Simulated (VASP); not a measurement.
Here is a VASP 6.6.1 calculation.

Contents of INCAR:

```
PREC     = Accurate       # precision mode
ENCUT    = 520            # plane-wave cutoff, eV
EDIFF    = 1E-6           # SCF threshold, eV
ISMEAR   = 0              # smearing method
SIGMA    = 0.15           # smearing width, eV
LREAL    = False          # projectors in reciprocal space
LASPH    = True           # aspherical terms in the spheres
NELM     = 100            # most SCF steps
ALGO     = Fast           # electronic algorithm
ISIF     = 2              # what is computed and relaxed
LWAVE    = False          # write WAVECAR
LCHARG   = False          # write CHGCAR
GGA      = PS             # functional
NBANDS   = 21             # bands
```

The input KPOINTS:

```
Automatic mesh
0
Gamma
  30 30 16
```

Contents of POSCAR:

```
Ru
1.0
    2.6895239993      0.0000000000      0.0000000000
   -1.3447619996      2.3291961074      0.0000000000
    0.0000000000      0.0000000000      4.2519209527
Ru
2
Direct
    0.3333333333      0.6666666667      0.2500000000
    0.6666666667      0.3333333333      0.7500000000
```

Potentials or basis: VASP PAW PBE potentials, release 64 (Ru_pv).

Run with:

```bash
$ cat potpaw_PBE.64/Ru_pv/POTCAR > POTCAR
$ mpirun -np 1 vasp_std > vasp.out
```

Problem. Predict the band gap on the k mesh.

Solution. Zero (bands 14 and 15 overlap by 3.35 eV).

Problem. What does it give for the pressure?

Solution. 0.0 GPa.

Stress tensor (GPa, compression positive):
```
 0.31  0.00  0.00
 0.00  0.31  0.00
 0.00  0.00 -0.55
```

Caveat: the PAW data sets were made with another functional, which shifts forces and pressure a little.
